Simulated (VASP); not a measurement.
The system is BiP (rocksalt type).

```
CELL_PARAMETERS angstrom
0.00000 2.65163 2.65163
2.65163 0.00000 2.65163
2.65163 2.65163 0.00000
ATOMIC_POSITIONS crystal
Bi 0.00000 0.00000 0.00000
P 0.50000 0.50000 0.50000
```

- Program: VASP 6.6.1
- Task: relaxation of cell and atoms
- Functional: PBE
- Potentials or basis: VASP PAW PBE potentials, release 64 (Bi_d, P)
- Cutoff: 600 eV
- k mesh: 12 × 12 × 12
- Occupations: fermi-dirac, width 0.05 eV
- Spin: no spin polarisation

At the start: pressure 38.3 GPa; volume 18.64 Å³/atom.

Question: Where does the relaxation end?

Answer: Over 21 steps the energy falls by 590.2 meV/atom and the volume is 25.00 Å³/atom (+34.1 %); space group Fm-3m (No. 225, to 0.1 Å) before and after.

Step by step:
```csv
step,energy change (eV),largest force (eV/Å),pressure (GPa),volume (Å³)
1,0.0000,0.0000,38.32,37.29
2,-0.4380,0.0000,-10.76,66.90
3,-1.1794,0.0000,-0.67,50.47
4,-1.1803,0.0000,-0.20,50.13
5,-1.1803,0.0000,0.20,49.85
6,-1.1803,0.0000,0.21,49.85
7,-1.1803,0.0000,0.20,49.86
8,-1.1803,0.0000,0.19,49.86
9,-1.1803,0.0000,0.19,49.86
10,-1.1803,0.0000,0.19,49.86
11,-1.1803,0.0000,0.19,49.86
12,-1.1803,0.0000,0.19,49.86
13,-1.1803,0.0000,0.19,49.86
14,-1.1803,0.0000,0.20,49.86
15,-1.1803,0.0000,0.19,49.86
16,-1.1804,0.0000,0.18,49.87
17,-1.1804,0.0000,0.16,49.88
18,-1.1804,0.0000,0.12,49.90
19,-1.1804,0.0000,0.06,49.95
20,-1.1804,0.0000,-0.08,50.04
21,-1.1804,0.0000,0.00,49.99
```

Final structure:
```xyz
2
Lattice="0.0000 2.9238 2.9238 2.9238 0.0000 2.9238 2.9238 2.9238 0.0000" Properties=species:S:1:pos:R:3 pbc="T T T"
Bi    0.0000    0.0000    0.0000
P     2.9238    2.9238    2.9238
```

Caveat: the volume moved by over 15 % at a fixed basis, so the end points are rough.
